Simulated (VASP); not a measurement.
Input of a VASP 6.6.1 run:

The input INCAR:

```
PREC     = Accurate       # precision mode
ENCUT    = 520            # plane-wave cutoff, eV
EDIFF    = 1E-7           # SCF threshold, eV
ISMEAR   = 0              # smearing method
SIGMA    = 0.15           # smearing width, eV
LREAL    = False          # projectors in reciprocal space
LASPH    = True           # aspherical terms in the spheres
NELM     = 80             # most SCF steps
ALGO     = Fast           # electronic algorithm
ISIF     = 2              # what is computed and relaxed
LWAVE    = False          # write WAVECAR
LCHARG   = True           # write CHGCAR
GGA      = PS             # functional
IVDW     = 12             # dispersion correction
LELF     = True           # ELF
LVHAR    = True         
NBANDS   = 19             # bands
```

File KPOINTS:

```
Automatic mesh
0
Gamma
  18 18 10
```

File POSCAR:

```
Hg
1.0
    3.0358000000      0.0000000000      0.0000000000
   -1.5179000000      2.6290799208      0.0000000000
    0.0000000000      0.0000000000      5.4194000000
Hg
2
Direct
    0.6666666667      0.3333333333      0.7500000000
    0.3333333333      0.6666666667      0.2500000000
```

Potentials or basis: VASP PAW PBE potentials, release 64 (Hg).

Launch:

```console
$ cat potpaw_PBE.64/Hg/POTCAR > POTCAR
$ mpirun -np 1 vasp_std > vasp.out
```

Problem. What does it give for the band gap on the k mesh?

Solution. Zero (bands 12 and 13 overlap by 2.76 eV).

Problem. Predict the pressure.

Solution. 0.9 GPa.

Problem. Estimate the dispersion energy per atom.

Solution. -0.463 eV.

Stress tensor (GPa, compression positive):
```
1.41 0.00 0.00
0.00 1.41 0.00
0.00 0.00 0.02
```

Caveat: the PAW data sets were made with another functional, which shifts forces and pressure a little; spin-orbit coupling is left out, which moves the levels of the heavy elements.
